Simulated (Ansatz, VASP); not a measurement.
## AlNi in VASP and in Ansatz

```
Al Ni
1.0
     1.81794   -1.81791    0.00000
     1.96767    1.96764    0.00000
     0.00000    0.00000    2.90044
Al Ni
1 1
Direct
  0.00000 0.00000 0.00000
  0.50000 0.50000 0.50000
```

Change from the starting cell: normal strain along x -0.1100, normal strain along y -0.0367.

Alike in both runs: task single point; functional PBE; k mesh 16 × 16 × 16; occupations gaussian, width 0.15 eV; no spin polarisation.

```csv
,VASP,Ansatz
version,VASP 6.6.1,Ansatz 0.2.0
potentials or method,"VASP PAW PBE potentials, release 64 (Al, Ni), cutoff 520 eV","scalar-relativistic, plane waves, PAW"
valence electrons in the cell,13,21
```

Ansatz gave:

```
gap on the k mesh at the Fermi level (eV)                     : none
pressure (GPa)                                                : 35.2
traceless stress, the component that is largest in VASP (GPa) : -7.57
```

Question: Estimate VASP's values.

Answer: gap on the k mesh at the Fermi level (eV): none; pressure (GPa): 35.2; traceless stress, the component that is largest in VASP (GPa): -7.66.

A gap of «none» marks a metal or a gap that the smearing closes. Both programs put the cell under a high pressure, so it lies far from rest at this level. VASP's potentials hold 13 valence electrons a cell and Ansatz's 21, so a difference there can come from the potentials and not from the codes. Ansatz's warnings: near symmetry operations not taken.
